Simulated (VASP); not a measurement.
Set up this calculation in VASP 6.6.1, as the native input.

```
Task                   : single point
Functional             : r2SCAN
Dispersion             : rVV10
Potentials or basis    : VASP PAW PBE potentials, release 64 (Mo_sv, S)
Cutoff                 : 520 eV
k mesh                 : 12 × 12 × 2
Occupations            : fermi-dirac, width 0.02 eV
Spin                   : no spin polarisation
Dipole correction      : no
Further INCAR settings : ALGO = Normal; EDIFF = 1e-06; NBANDS = 35
```

The system is MoS2.

```xyz
6
Lattice="3.1730 0.0000 0.0000 -1.5865 2.7479 0.0000 0.0000 0.0000 12.4359" Properties=species:S:1:pos:R:3 pbc="T T T"
Mo    1.5865    0.9160    3.1090
Mo    0.0000    1.8319    9.3269
S     1.5865    0.9160    7.7712
S     0.0000    1.8319    4.6647
S     1.5865    0.9160   10.8826
S     0.0000    1.8319    1.5532
```

One way to write it, as run:

POSCAR

```
MoS2
1.0
    3.1730198511      0.0000000029      0.0000000000
   -1.5865099280      2.7479157963      0.0000000000
    0.0000000000      0.0000000000     12.4358854573
Mo S
2 4
Direct
    0.6666666667      0.3333333333      0.2500000000
    0.3333333333      0.6666666667      0.7500000000
    0.6666666667      0.3333333333      0.6249003799
    0.3333333333      0.6666666667      0.3750996201
    0.6666666667      0.3333333333      0.8750996201
    0.3333333333      0.6666666667      0.1249003799
```

INCAR.step1

```
PREC = Accurate
ENCUT = 520
ISMEAR = -1
SIGMA = 0.02
LREAL = False
LASPH = True
NELM = 60
NBANDS = 35
GGA = PE
ALGO = Normal
EDIFF = 1E-4
LWAVE = True
LCHARG = False
```

INCAR.step2

```
PREC = Accurate
ENCUT = 520
EDIFF = 1E-6
ISMEAR = -1
SIGMA = 0.02
LREAL = False
LASPH = True
NELM = 60
ALGO = Normal
ISIF = 2
LWAVE = False
LCHARG = False
METAGGA = R2SCAN
LMIXTAU = True
LUSE_VDW = True
IVDW_NL = 2
BPARAM = 11.95
CPARAM = 0.0093
NBANDS = 35
ISTART = 1
```

KPOINTS

```
regular mesh
0
Gamma
  12 12 2
```

Potentials or basis: VASP PAW PBE potentials, release 64 (Mo_sv, S).

Launch:

```sh
$ cat potpaw_PBE.64/Mo_sv/POTCAR potpaw_PBE.64/S/POTCAR > POTCAR
$ cp INCAR.step1 INCAR
$ mpirun -np 1 vasp_std > vasp.out
$ cp INCAR.step2 INCAR
$ mpirun -np 1 vasp_std > vasp.out
```

It gave:

```json
{
  "Pressure": "0.2 GPa",
  "Largest force": "0.017 eV/Å",
  "Band gap on the k mesh": "1.03 eV (least direct gap 1.75 eV)"
}
```

Caveat: the PAW data sets were made with another functional, which shifts forces and pressure a little.

Wall time 4 min on 1 thread of Intel(R) Xeon(R) 6975P-C (Granite Rapids) (shared host), peak memory 0.5 GiB.
